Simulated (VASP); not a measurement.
# LiF in VASP: further runs

The runs below take LiF through single point, with LDA.

All numbers are computed with VASP 6.6.1; they aren't measurements. Logs are shortened: lines on timing, memory, paths and dates and some standing lists are left out, and cuts for length are marked.

**1. The cell of the first run**

Symmetry: Fm-3m, No. 225, cubic system. Conventional cell: a = 3.974 Å, b = 3.974 Å, c = 3.974 Å, α = 90.00°, β = 90.00°, γ = 90.00°. Within 2.6 Å of Li (site symmetry m-3m) lie 6 F at 1.99 Å. F (site symmetry m-3m) has 6 Li at 1.99 Å within 2.6 Å.

**2. Single point, LDA (volume scaled by 0.96)**

Contents of INCAR:

```
SYSTEM = LiF
  ALGO = Normal
  EDIFF = 1E-6
  ENCUT = 520
  GGA = CA
  ISIF = 2
  ISMEAR = -1
  LASPH = .True.
  LCHARG = .False.
  LREAL = .False.
  LWAVE = .False.
  NBANDS = 12
  NELM = 60
  PREC = Accurate
  SIGMA = 0.03
```

Contents of KPOINTS:

```
k-points
0
Gamma
  10 10 10
  0 0 0
```

Contents of POSCAR:

```
LiF
1.0
    0.0000000000      1.9867804471      1.9867804471
    1.9867804471      0.0000000000      1.9867804471
    1.9867804471      1.9867804471      0.0000000000
Li F
1 1
Direct
    0.0000000000      0.0000000000      0.0000000000
    0.5000000000      0.5000000000      0.5000000000
```

Potentials or basis: VASP PAW LDA potentials, release 64 (Li_sv, F).

Command:

```
cat potpaw_LDA.64/Li_sv/POTCAR potpaw_LDA.64/F/POTCAR > POTCAR
mpirun -np 1 vasp_std > vasp.out
```

OUTCAR:

```text
SYSTEM = LiF
   EDIFF = 1E-6
   ENCUT = 520
   GGA = CA
   ISIF = 2
   ISMEAR = -1
   LASPH = .True.
   LREAL = .False.
   NELM = 60
   PREC = Accurate

 ion  position               nearest neighbor table
   1  0.000  0.000  0.000-   2 1.99   2 1.99   2 1.99   2 1.99   2 1.99   2 1.99
   2  0.500  0.500  0.500-   1 1.99   1 1.99   1 1.99   1 1.99   1 1.99   1 1.99

  LATTYP: Found a face centered cubic cell.
 ALAT       =     3.9735608942

  Lattice vectors:

 A1 = (   0.0000000000,   1.9867804471,   1.9867804471)
 A2 = (   1.9867804471,   0.0000000000,   1.9867804471)
 A3 = (   1.9867804471,   1.9867804471,   0.0000000000)

Analysis of symmetry for initial positions (statically):
=====================================================================
 Subroutine PRICEL returns:
 Original cell was already a primitive cell.

 Routine SETGRP: Setting up the symmetry group for a
 face centered cubic supercell.

 Subroutine GETGRP returns: Found 48 space group operations
 (whereof 48 operations were pure point group operations)
 out of a pool of 48 trial point group operations.

The static configuration has the point symmetry O_h .

Analysis of symmetry for dynamics (positions and initial velocities):
=====================================================================
 Subroutine PRICEL returns:
 Original cell was already a primitive cell.

 Routine SETGRP: Setting up the symmetry group for a
 face centered cubic supercell.

 Subroutine GETGRP returns: Found 48 space group operations
 (whereof 48 operations were pure point group operations)
 out of a pool of 48 trial point group operations.

The dynamic configuration has the point symmetry O_h .

 Subroutine INISYM returns: Found 48 space group operations
 (whereof 48 operations are pure point group operations),
 and found     1 'primitive' translations

----------------------------------------------------------------------------------------

                                     Primitive cell

  volume of cell :      15.6848

  direct lattice vectors                    reciprocal lattice vectors
     0.000000000  1.986780447  1.986780447    -0.251663439  0.251663439  0.251663439
     1.986780447  0.000000000  1.986780447     0.251663439 -0.251663439  0.251663439
     1.986780447  1.986780447  0.000000000     0.251663439  0.251663439 -0.251663439

  length of vectors
     2.809731854  2.809731854  2.809731854     0.435893863  0.435893863  0.435893863

  position of ions in fractional coordinates (direct lattice)
[... 83 lines left out ...]
   IBRION =     -1    ionic relax: 0-MD 1-quasi-New 2-CG
   NFREE  =      0    steps in history (QN), initial steepest desc. (CG)
   ISIF   =      2    stress and relaxation
   ISYM   =      2    0-nonsym 1-usesym 2-fastsym
   POTIM  = 0.5000    time-step for ionic-motion
   TEBEG  =    0.0;   TEEND  =   0.0 temperature during run
   PSTRESS=    0.0 pullay stress
   NELECT =      10.0000    total number of electrons
   NUPDOWN=      -1.0000    fix difference up-down
   EMIN   =  10.00;   EMAX   =-10.00  energy-range for DOS
   EFERMI =   0.00;   METHOD = LEGACY
   ISMEAR =    -1;   SIGMA  =   0.03  broadening in eV -4-tet -1-fermi 0-gaus
   EFERMI_NEDOS =   21; number of points for ismear=-14 and -15
   IALGO  =     38    algorithm
   IMIX   =      4    mixing-type and parameters
     AMIX     =   0.40;   BMIX     =  1.00
     AMIX_MAG =   1.60;   BMIX_MAG =  1.00
  volume/ion in A,a.u.               =       7.84        52.92
  Fermi-wavevector in a.u.,A,eV,Ry     =   1.409013  2.662648 27.011881  1.985317
  Thomas-Fermi vector in A             =   2.531112
   LORBIT       =      0    0 simple, 1 ext, 2 COOP (PROOUT), +10 PAW based schemes
   GGA     = CA    functional components
   LHFCALC =     F    Hartree Fock is set to
   AEXX    =    0.0000 exact exchange contribution
   IVDW    =     0    specifies the selected vdW correction
   LEPSILON=     F    determine dielectric tensor
   LRPA    =     F    only Hartree local field effects (RPA)
 non-spin polarized calculation
  energy-cutoff  :      520.00
  volume of cell :       15.68
 maximum number of plane-waves:       444
 NGX is ok and might be reduce to    24
   NGX = 11   NGY = 11   NGZ = 11

 number of electron      10.0000000 magnetization

 number of electron       9.9999999 magnetization

 Free energy of the ion-electron system (eV)
  ---------------------------------------------------
  ext. energy  EPLUGINS =         0.00000000
  ---------------------------------------------------
  free energy    TOTEN  =       -10.49211798 eV

  energy without entropy =      -10.49211798  energy(sigma->0) =      -10.49211798

 E-fermi :  -0.3613     XC(G=0): -10.8751

 val. band max:       -1.0401317677   @ k =   0.0000   0.0000   0.0000
 cond. band min:       8.1722681761   @ k =   0.0000   0.0000   0.0000
 fundamental gap:      9.2123999437
 Fermi energy:        -0.3613142920

 k-point     1 :       0.0000    0.0000    0.0000
  band No.  band energies     occupation
      1     -40.7125      2.00000
      2     -20.7231      2.00000
      3      -1.0401      2.00000
      4      -1.0401      2.00000
      5      -1.0401      2.00000
      6       8.1723      0.00000
      7      22.9437      0.00000
      8      22.9437      0.00000
      9      22.9437      0.00000
     10      23.2657      0.00000
     11      23.2657      0.00000
     12      23.2657      0.00000
[... 331 lines left out ...]
 k-point    24 :       0.4000    0.3000    0.0000
  band No.  band energies     occupation
      1     -40.6286      2.00000
      2     -20.1272      2.00000
      3      -3.5644      2.00000
      4      -1.9982      2.00000
      5      -1.8752      2.00000
      6      12.0843      0.00000
      7      15.5538      0.00000
      8      17.5406      0.00000
      9      19.0880      0.00000
     10      20.1724      0.00000
     11      33.5056      0.00000
     12      34.2070      0.00000

 [... further k-points ...]
[... 5 lines left out ...]
  --------------------------------------------------------------------------------------
  -------------------------------------------------------------------------------------
  Total       -0.3993054     -0.3993054     -0.3993054     -0.0000000     -0.0000000     -0.0000000
  in kB      -40.7883537    -40.7883537    -40.7883537     -0.0000000     -0.0000000     -0.0000000
  external PRESSURE =     -40.7883537 kB  Pullay stress =       0.0000000 kB

 VOLUME and BASIS-vectors are now :
 -----------------------------------------------------------------------------
  energy-cutoff  :      520.00
  volume of cell :       15.68
      direct lattice vectors                 reciprocal lattice vectors
     0.000000000  1.986780447  1.986780447    -0.251663439  0.251663439  0.251663439
     1.986780447  0.000000000  1.986780447     0.251663439 -0.251663439  0.251663439
     1.986780447  1.986780447  0.000000000     0.251663439  0.251663439 -0.251663439

 POSITION                                       TOTAL-FORCE (eV/Angst)
 -----------------------------------------------------------------------------------
      0.00000      0.00000      0.00000        -0.000000      0.000000     -0.000000
      1.98678      1.98678      1.98678         0.000000     -0.000000      0.000000
 -----------------------------------------------------------------------------------
    total drift:                               -0.000000     -0.000000      0.000000

  FREE ENERGIE OF THE ION-ELECTRON SYSTEM (eV)
  ---------------------------------------------------
  free  energy   TOTEN  =       -10.4921179797 eV

  energy  without entropy=      -10.4921179797  energy(sigma->0) =      -10.49211798
```

OSZICAR:

```text
N       E                     dE             d eps       ncg     rms          rms(c)
DAV:   1     0.293492628088E+02    0.29349E+02   -0.54267E+03  1152   0.841E+02
DAV:   2    -0.100016035745E+02   -0.39351E+02   -0.38551E+02  1368   0.186E+02
DAV:   3    -0.109756233727E+02   -0.97402E+00   -0.97150E+00  1480   0.255E+01
DAV:   4    -0.109839747255E+02   -0.83514E-02   -0.83510E-02  1276   0.261E+00
DAV:   5    -0.109840522890E+02   -0.77563E-04   -0.77563E-04  1416   0.193E-01    0.423E+00
DAV:   6    -0.105083414065E+02    0.47571E+00   -0.22247E+00  1248   0.916E+00    0.132E+00
DAV:   7    -0.104975209497E+02    0.10820E-01   -0.15093E-02  1484   0.106E+00    0.785E-01
DAV:   8    -0.104921274871E+02    0.53935E-02   -0.87445E-03  1580   0.993E-01    0.959E-02
DAV:   9    -0.104921042968E+02    0.23190E-04   -0.69529E-04  1280   0.240E-01    0.368E-02
DAV:  10    -0.104921186031E+02   -0.14306E-04   -0.27476E-05  1316   0.382E-02    0.813E-03
DAV:  11    -0.104921179797E+02    0.62334E-06   -0.16336E-06  1176   0.136E-02
   1 F= -.10492118E+02 E0= -.10492118E+02  d E =-.606891E-11
```

stdout:

```text
POSCAR found type information on POSCAR LiF
 POSCAR found :  2 types and       2 ions
 scaLAPACK will be used
 LDA part: xc-table for (Slater(with rela. corr.)+CA(PZ))
 , standard interpolation
 POSCAR, INCAR and KPOINTS ok, starting setup
 FFT: planning ... GRIDC
 FFT: planning ... GRID_SOFT
 FFT: planning ... GRID
 WAVECAR not read
 entering main loop
```

It took 5.2 s on 1 thread of Intel Xeon Platinum 8259CL at 2.50GHz (Skylake/Cascade Lake), shared host; peak memory 0.12 GiB.

What came out:

* Free energy: -10.4921 eV
* Band gap on the k mesh: 9.21 eV, direct

Levels at points of the mesh, in eV from the valence-band top:
| k point | band 2 | band 3 | band 4 | band 5 | band 6 | band 7 | band 8 | band 9 |
| --- | --- | --- | --- | --- | --- | --- | --- | --- |
| (0.00, 0.00, 0.00) | -19.68 | 0.00 | 0.00 | 0.00 | 9.21 | 23.98 | 23.98 | 23.98 |
| (0.50, 0.00, 0.00) | -19.20 | -2.70 | -0.25 | -0.25 | 10.58 | 16.87 | 18.73 | 18.73 |
| (0.50, 0.50, 0.00) | -18.88 | -3.30 | -1.09 | -1.09 | 14.80 | 16.21 | 17.63 | 20.23 |

Caveat: the cutoff is under 1.25 times the usual one of these potentials, so pressure, stress and relaxed cells hold a basis-set (Pulay) error. A k mesh can miss the band edges.

[end of part 1 of 2]
